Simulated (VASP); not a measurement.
# TiAl3 (Pm-3m) in VASP: further runs, part 2 of 2

VASP 6.6.1. Earlier steps stand in the parts before.

## 3. Single point, PBEsol

This run uses another cell than the first one: it holds 16 atoms, not 8.

INCAR

```
SYSTEM = TiAl3
ALGO     = Normal         ! electronic algorithm
EDIFF    = 1E-6           ! SCF threshold, eV
ENCUT    = 500            ! plane-wave cutoff, eV
GGA      = PS             ! functional
GGA_COMPAT= .FALSE.      
ISIF     = 2              ! what is computed and relaxed
ISMEAR   = 1              ! smearing method
LASPH    = .TRUE.         ! aspherical terms in the spheres
LCHARG   = .FALSE.        ! write CHGCAR
LREAL    = .FALSE.        ! projectors in reciprocal space
LWAVE    = .FALSE.        ! write WAVECAR
NBANDS   = 56             ! bands
NELM     = 120            ! most SCF steps
PREC     = Accurate       ! precision mode
SIGMA    = 0.1            ! smearing width, eV
```

KPOINTS

```
k-points
0
G
  2 2 4
  0 0 0
```

POSCAR

```
TiAl3
1.0
    7.9113420000      0.0000000000      0.0000000000
    0.0000000000      7.9113420000      0.0000000000
    0.0000000000      0.0000000000      3.9556710000
Ti Al
4 12
Direct
    0.0000000000      0.0000000000      0.0000000000
    0.0000000000      0.5000000000      0.0000000000
    0.5000000000      0.0000000000      0.0000000000
    0.5000000000      0.5000000000      0.0000000000
    0.2500000000      0.2500000000      0.0000000000
    0.2500000000      0.0000000000      0.5000000000
    0.0000000000      0.2500000000      0.5000000000
    0.2500000000      0.7500000000      0.0000000000
    0.2500000000      0.5000000000      0.5000000000
    0.0000000000      0.7500000000      0.5000000000
    0.7500000000      0.2500000000      0.0000000000
    0.7500000000      0.0000000000      0.5000000000
    0.5000000000      0.2500000000      0.5000000000
    0.7500000000      0.7500000000      0.0000000000
    0.7500000000      0.5000000000      0.5000000000
    0.5000000000      0.7500000000      0.5000000000
```

Potentials or basis: VASP PAW PBE potentials, release 64 (Ti_sv, Al).

Started as:

```bash
cat potpaw_PBE.64/Ti_sv/POTCAR potpaw_PBE.64/Al/POTCAR > POTCAR
mpirun -np 1 vasp_std > vasp.out
```

OUTCAR:

```text
SYSTEM = TiAl3
   EDIFF = 1E-6
   ENCUT = 500
   GGA = PS
   ISIF = 2
   ISMEAR = 1
   LASPH = .TRUE.
   LREAL = .FALSE.
   NELM = 120
   PREC = Accurate

 ion  position               nearest neighbor table
   1  0.000  0.000  0.000-   5 2.80   6 2.80   7 2.80   8 2.80  10 2.80  11 2.80  12 2.80  14 2.80
                             6 2.80   7 2.80  10 2.80  12 2.80
   2  0.000  0.500  0.000-   5 2.80   7 2.80   8 2.80   9 2.80  10 2.80  11 2.80  14 2.80  15 2.80
                             7 2.80   9 2.80  10 2.80  15 2.80
   3  0.500  0.000  0.000-   5 2.80   6 2.80   8 2.80  11 2.80  12 2.80  13 2.80  14 2.80  16 2.80
                             6 2.80  12 2.80  13 2.80  16 2.80
[... 748 lines left out ...]
  in kB       -5.2648646     -5.2648646     -5.2760185      0.0000000      0.0000000     -0.0000000
  external PRESSURE =      -5.2685825 kB  Pullay stress =       0.0000000 kB

 VOLUME and BASIS-vectors are now :
 -----------------------------------------------------------------------------
  energy-cutoff  :      500.00
  volume of cell :      247.58
      direct lattice vectors                 reciprocal lattice vectors
     7.911342000  0.000000000  0.000000000     0.126400805  0.000000000  0.000000000
     0.000000000  7.911342000  0.000000000     0.000000000  0.126400805  0.000000000
     0.000000000  0.000000000  3.955671000     0.000000000  0.000000000  0.252801611

 POSITION                                       TOTAL-FORCE (eV/Angst)
 -----------------------------------------------------------------------------------
      0.00000      0.00000      0.00000        -0.000000     -0.000000     -0.000000
      0.00000      3.95567      0.00000        -0.000000      0.000000     -0.000000
      3.95567      0.00000      0.00000         0.000000     -0.000000     -0.000000
      3.95567      3.95567      0.00000         0.000000      0.000000     -0.000000
      1.97784      1.97784      0.00000         0.000000     -0.000000      0.000000
      1.97784      0.00000      1.97784        -0.000000     -0.000000      0.000000
[... 8 lines left out ...]
      5.93351      3.95567      1.97784        -0.000000     -0.000000     -0.000000
      3.95567      5.93351      1.97784        -0.000000      0.000000      0.000000
 -----------------------------------------------------------------------------------
    total drift:                                0.000000     -0.000000     -0.000000

  FREE ENERGIE OF THE ION-ELECTRON SYSTEM (eV)
  ---------------------------------------------------
  free  energy   TOTEN  =       -88.6076573102 eV

  energy  without entropy=      -88.6198130260  energy(sigma->0) =      -88.61170922
```

OSZICAR:

```text
N       E                     dE             d eps       ncg     rms          rms(c)
DAV:   1     0.758583294181E+03    0.75858E+03   -0.35418E+04  1016   0.142E+03
DAV:   2     0.269185465363E+01   -0.75589E+03   -0.73258E+03  1016   0.421E+02
DAV:   3    -0.865013209314E+02   -0.89193E+02   -0.86377E+02  1520   0.128E+02
DAV:   4    -0.963986741141E+02   -0.98974E+01   -0.97939E+01  1552   0.339E+01
DAV:   5    -0.969267390984E+02   -0.52806E+00   -0.52239E+00  1480   0.687E+00    0.230E+01
DAV:   6    -0.918032600044E+02    0.51235E+01   -0.10592E+02  1336   0.453E+01    0.139E+01
DAV:   7    -0.890111025574E+02    0.27922E+01   -0.44370E+01  1248   0.294E+01    0.693E+00
DAV:   8    -0.886542713771E+02    0.35683E+00   -0.42617E+00  1248   0.102E+01    0.171E+00
DAV:   9    -0.886083374487E+02    0.45934E-01   -0.30634E-01  1368   0.274E+00    0.913E-01
DAV:  10    -0.886207429291E+02   -0.12405E-01   -0.20775E-01  1352   0.196E+00    0.770E-01
DAV:  11    -0.886085874448E+02    0.12155E-01   -0.12549E-01  1336   0.158E+00    0.256E-01
DAV:  12    -0.886076464118E+02    0.94103E-03   -0.93077E-03  1296   0.483E-01    0.364E-02
DAV:  13    -0.886076579391E+02   -0.11527E-04   -0.23929E-04  1384   0.770E-02    0.326E-02
DAV:  14    -0.886076573102E+02    0.62890E-06   -0.84837E-06  1208   0.116E-02
   1 F= -.88607657E+02 E0= -.88611709E+02  d E =0.121557E-01
```

stdout:

```text
POSCAR found type information on POSCAR TiAl
 POSCAR found :  2 types and      16 ions
 scaLAPACK will be used
 -----------------------------------------------------------------------------
|                                                                             |
|                                                                             |
|     You enforced a specific xc type in the INCAR file but a different       |
|     I HOPE YOU KNOW WHAT YOU ARE DOING!                                     |
|                                                                             |
 -----------------------------------------------------------------------------

 LDA part: xc-table for (Slater+PW92), standard interpolation
 POSCAR, INCAR and KPOINTS ok, starting setup
 FFT: planning ... GRIDC
 FFT: planning ... GRID_SOFT
 FFT: planning ... GRID
 WAVECAR not read
 entering main loop
```

Wall time 80 s (1 thread of AMD EPYC 9R45 (Zen 5), shared host); peak memory 0.32 GiB.

What came out:

* Free energy: -88.6077 eV
* Pressure: -0.5 GPa
* Band gap on the k mesh: zero (bands 42 and 43 overlap by 0.94 eV)

Caveat: the k points lie up to 0.40 Å⁻¹ apart, too coarse for converged energies and pressures of a metal; the PAW data sets were made with another functional, which shifts forces and pressure a little.
